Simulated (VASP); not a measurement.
# C (Fddd) in VASP: notebook, part 2 of 2

VASP 6.6.1. The steps go on from the part before.

## Step 4: Single point, r2SCAN (strain +0.0937 x Voigt [1, -1, 0, 0, 0, 0])

POSCAR

```
C
1.0
    0.0000000000      1.6162954200      1.7834000000
    1.9505045800      0.0000000000      1.7834000000
    1.9505045800      1.6162954200      0.0000000000
C
2
Direct
    0.5000000000      0.5000000000      0.5000000000
    0.7500000000      0.7500000000      0.7500000000
```

INCAR.step1

```
SYSTEM = C
PREC = Accurate ; ENCUT = 520
ISMEAR = 0 ; SIGMA = 0.05
LREAL = .FALSE. ; LASPH = .TRUE.
NELM = 100 ; NBANDS = 11
GGA = PE ; ALGO = Normal
EDIFF = 1E-4 ; LWAVE = .TRUE.
LCHARG = .FALSE.
```

INCAR.step2

```
SYSTEM = C
PREC = Accurate ; ENCUT = 520
EDIFF = 1E-7 ; ISMEAR = 0
SIGMA = 0.05 ; LREAL = .FALSE.
LASPH = .TRUE. ; NELM = 100
ALGO = Normal ; ISIF = 2
LWAVE = .FALSE. ; LCHARG = .FALSE.
METAGGA = R2SCAN ; LMIXTAU = .TRUE.
NBANDS = 11 ; ISTART = 1
```

KPOINTS

```
regular mesh
0
G
  12 12 12
  0 0 0
```

Potentials or basis: VASP PAW PBE potentials, release 64 (C).

The run is started by

```sh
$ cat potpaw_PBE.64/C/POTCAR > POTCAR
$ cp INCAR.step1 INCAR
$ mpirun -np 1 vasp_std > vasp.out
$ cp INCAR.step2 INCAR
$ mpirun -np 1 vasp_std > vasp.out
```

OUTCAR:

```text
SYSTEM = C
   PREC = Accurate
   ENCUT = 520
   EDIFF = 1E-7
   ISMEAR = 0
   LREAL = .FALSE.
   LASPH = .TRUE.
   NELM = 100
   ISIF = 2
   METAGGA = R2SCAN
   ISTART = 1

 ion  position               nearest neighbor table
   1  0.500  0.500  0.500-   2 1.55   2 1.55   2 1.55   2 1.55
   2  0.750  0.750  0.750-   1 1.55   1 1.55   1 1.55   1 1.55

  LATTYP: Found a face centered orthorhombic cell.
 ALAT       =     3.2325908400
 B/A-ratio  =     1.1033873993
 C/A-ratio  =     1.2067747986

  Lattice vectors:

 A1 = (  -1.9505045800,   0.0000000000,  -1.7834000000)
 A2 = (  -1.9505045800,   1.6162954200,   0.0000000000)
 A3 = (   0.0000000000,   1.6162954200,  -1.7834000000)

Analysis of symmetry for initial positions (statically):
=====================================================================
 Subroutine PRICEL returns:
 Original cell was already a primitive cell.

 Routine SETGRP: Setting up the symmetry group for a
 face centered orthorhombic supercell.

 Subroutine GETGRP returns: Found  8 space group operations
[... 167 lines left out ...]

 E-fermi :  11.5429     XC(G=0): -14.3335

 val. band max:       11.2531805419   @ k =   0.0000   0.0000   0.0000
 cond. band min:      12.0027099383   @ k =   0.4167   0.0000   0.4167
 fundamental gap:      0.7495293963
 Fermi energy:        11.5429480689

 k-point     1 :       0.0000    0.0000    0.0000
  band No.  band energies     occupation
      1     -12.9273      2.00000
      2       8.2571      2.00000
      3      10.1420      2.00000
      4      11.2532      2.00000
      5      14.7430      0.00000
      6      16.0490      0.00000
      7      17.2441      0.00000
      8      23.2885      0.00000
      9      30.7234      0.00000
     10      32.4823      0.00000
     11      34.6775      0.00000
[... 309 lines left out ...]
 k-point    24 :      -0.4167    0.1667    0.0000
  band No.  band energies     occupation
      1      -6.3501      2.00000
      2      -3.3363      2.00000
      3       3.6996      2.00000
      4       6.3323      2.00000
      5      17.1303      0.00000
      6      19.0843      0.00000
      7      23.7341      0.00000
      8      26.1376      0.00000
      9      30.3925      0.00000
     10      35.2242      0.00000
     11      37.2079      0.00000

 [... further k-points ...]
[... 5 lines left out ...]
  --------------------------------------------------------------------------------------
  -------------------------------------------------------------------------------------
  Total       -6.7181634      6.1740257      1.3134296      0.0000000      0.0000000      0.0000000
  in kB     -957.2264005    879.6958431    187.1418458      0.0000000      0.0000000      0.0000000
  external PRESSURE =      36.5370961 kB  Pullay stress =       0.0000000 kB

 VOLUME and BASIS-vectors are now :
 -----------------------------------------------------------------------------
  energy-cutoff  :      520.00
  volume of cell :       11.24
      direct lattice vectors                 reciprocal lattice vectors
     0.000000000  1.616295420  1.783400000    -0.256343925  0.309349389  0.280363351
     1.950504580  0.000000000  1.783400000     0.256343925 -0.309349389  0.280363351
     1.950504580  1.616295420  0.000000000     0.256343925  0.309349389 -0.280363351

 POSITION                                       TOTAL-FORCE (eV/Angst)
 -----------------------------------------------------------------------------------
      1.95050      1.61630      1.78340         0.000000      0.000000     -0.000000
      2.92576      2.42444      2.67510        -0.000000      0.000000      0.000000
 -----------------------------------------------------------------------------------
    total drift:                                0.000000     -0.000000      0.000000

  FREE ENERGIE OF THE ION-ELECTRON SYSTEM (eV)
  ---------------------------------------------------
  free  energy   TOTEN  =       -19.0485836164 eV

  energy  without entropy=      -19.0485836164  energy(sigma->0) =      -19.04858362
```

It took 3.9 min on 1 thread of AMD EPYC 7R43 (Zen 3), shared host; peak memory 0.1 GiB.

What came out:

- Free energy: -19.0486 eV
- Pressure: 3.7 GPa
- Band gap on the k mesh: 0.75 eV, indirect (least direct gap 3.49 eV)

Levels at points of the mesh, in eV from the valence-band top:
```tsv
k point	band 2	band 3	band 4	band 5	band 6	band 7
(0.00, 0.00, 0.00)	-3.00	-1.11	0.00	3.49	4.80	5.99
(0.50, 0.00, 0.00)	-15.43	-5.82	-2.85	4.50	7.50	10.70
(0.50, 0.50, 0.00)	-15.00	-7.79	-7.79	3.97	3.97	14.95
(0.50, 0.00, 0.50)	-13.38	-9.37	-9.37	1.47	1.47	16.49
(0.00, 0.50, 0.50)	-16.40	-6.45	-6.45	6.10	6.10	15.49
```

Caveat: the cell differs from its parent crystal (strain +0.0937 x Voigt [1, -1, 0, 0, 0, 0]); the PAW data sets were made with another functional, which shifts forces and pressure a little. A k mesh can miss the band edges.

## Step 5: Single point, r2SCAN (strain -0.0750 x Voigt [1, -1, 0, 0, 0, 0])

POSCAR

```
C
1.0
    0.0000000000      1.9171550000      1.7834000000
    1.6496450000      0.0000000000      1.7834000000
    1.6496450000      1.9171550000      0.0000000000
C
2
Direct
    0.5000000000      0.5000000000      0.5000000000
    0.7500000000      0.7500000000      0.7500000000
```

INCAR.step1

```
SYSTEM = C
PREC = Accurate
ENCUT = 910
ISMEAR = 0
SIGMA = 0.05
LREAL = .FALSE.
LASPH = .TRUE.
NELM = 120
NBANDS = 11
GGA = PE
ALGO = Normal
EDIFF = 1E-5
LWAVE = .TRUE.
LCHARG = .FALSE.
GGA_COMPAT = .FALSE.
```

INCAR.step2

```
SYSTEM = C
PREC = Accurate
ENCUT = 910
EDIFF = 1E-6
ISMEAR = 0
SIGMA = 0.05
LREAL = .FALSE.
LASPH = .TRUE.
NELM = 120
ALGO = Normal
ISIF = 2
LWAVE = .FALSE.
LCHARG = .FALSE.
METAGGA = R2SCAN
LMIXTAU = .TRUE.
NBANDS = 11
ISTART = 1
GGA_COMPAT = .FALSE.
```

KPOINTS

```
Automatic mesh
0
G
  12 12 12
  0 0 0
```

Potentials or basis: VASP PAW PBE potentials, release 64 (C_h).

The run is started by

```sh
$ cat potpaw_PBE.64/C_h/POTCAR > POTCAR
$ cp INCAR.step1 INCAR
$ mpirun -np 1 vasp_std > vasp.out
$ cp INCAR.step2 INCAR
$ mpirun -np 1 vasp_std > vasp.out
```

Wall time 2.3 min (1 thread of Intel Xeon Platinum 8488C (Sapphire Rapids), shared host); peak memory 0.19 GiB.

Results (log left out):

| Quantity | Value |
| --- | --- |
| Free energy | -19.3275 eV |
| Pressure | -0.1 GPa |
| Band gap on the k mesh | 1.48 eV, indirect (least direct gap 3.94 eV) |

Stress tensor (GPa, compression positive):
```
 68.99   0.00   0.00
  0.00 -78.80   0.00
  0.00   0.00   9.63
```

Levels at points of the mesh, in eV from the valence-band top:
| k point | band 1 | band 2 | band 3 | band 4 | band 5 | band 6 | band 7 | band 8 |
| --- | --- | --- | --- | --- | --- | --- | --- | --- |
| (0.00, 0.00, 0.00) | -23.86 | -2.39 | -0.95 | 0.00 | 3.94 | 4.98 | 5.94 | 12.50 |
| (0.50, 0.00, 0.00) | -17.81 | -15.15 | -5.27 | -2.87 | 5.39 | 7.80 | 10.43 | 15.82 |
| (0.50, 0.50, 0.00) | -14.71 | -14.71 | -7.60 | -7.60 | 4.13 | 4.13 | 15.76 | 15.76 |
| (0.50, 0.00, 0.50) | -15.84 | -15.84 | -6.52 | -6.52 | 5.86 | 5.86 | 16.06 | 16.06 |
| (0.00, 0.50, 0.50) | -13.43 | -13.43 | -8.84 | -8.84 | 2.16 | 2.16 | 16.87 | 16.87 |

Caveat: the cell differs from its parent crystal (strain -0.0750 x Voigt [1, -1, 0, 0, 0, 0]); the cutoff is under 1.25 times the usual one of these potentials, so pressure, stress and relaxed cells hold a basis-set (Pulay) error; the PAW data sets were made with another functional, which shifts forces and pressure a little. A k mesh can miss the band edges.

## Step 6: Summary

| potentials or basis | cell | cutoff (eV) | second run | gap on the mesh (eV) | pressure (GPa) |
| --- | --- | --- | --- | --- | --- |
| VASP PAW PBE potentials, release 64 (C) | a = 2.618, b = 2.429, c = 2.529 Å, angles 63.7, 56.3, 60.0°, 2 atoms | 520 | - | 1.46 | 1.8 |
| VASP PAW PBE potentials, release 64 (C) | a = 2.475, b = 2.570, c = 2.524 Å, angles 58.1, 61.9, 60.0°, 2 atoms | 520 | - | 2.87 | -0.6 |
| VASP PAW PBE potentials, release 64 (C) | a = 2.407, b = 2.643, c = 2.533 Å, angles 55.4, 64.6, 60.0°, 2 atoms | 520 | - | 0.75 | 3.7 |
| VASP PAW PBE potentials, release 64 (C_h) | a = 2.618, b = 2.429, c = 2.529 Å, angles 63.7, 56.3, 60.0°, 2 atoms | 910 | hard_potentials | 1.48 | -0.1 |

Alike in all rows: task single point; level r2SCAN; no spin polarisation; k mesh 12 × 12 × 12; smearing gaussian 0.05 eV.

Caveats: the PAW data sets were made with another functional, which shifts forces and pressure a little; the cutoff is under 1.25 times the usual one of these potentials, so pressure, stress and relaxed cells hold a basis-set (Pulay) error (some runs).

Total energies depend on the potentials used, so only differences within one code and one set of settings carry meaning.
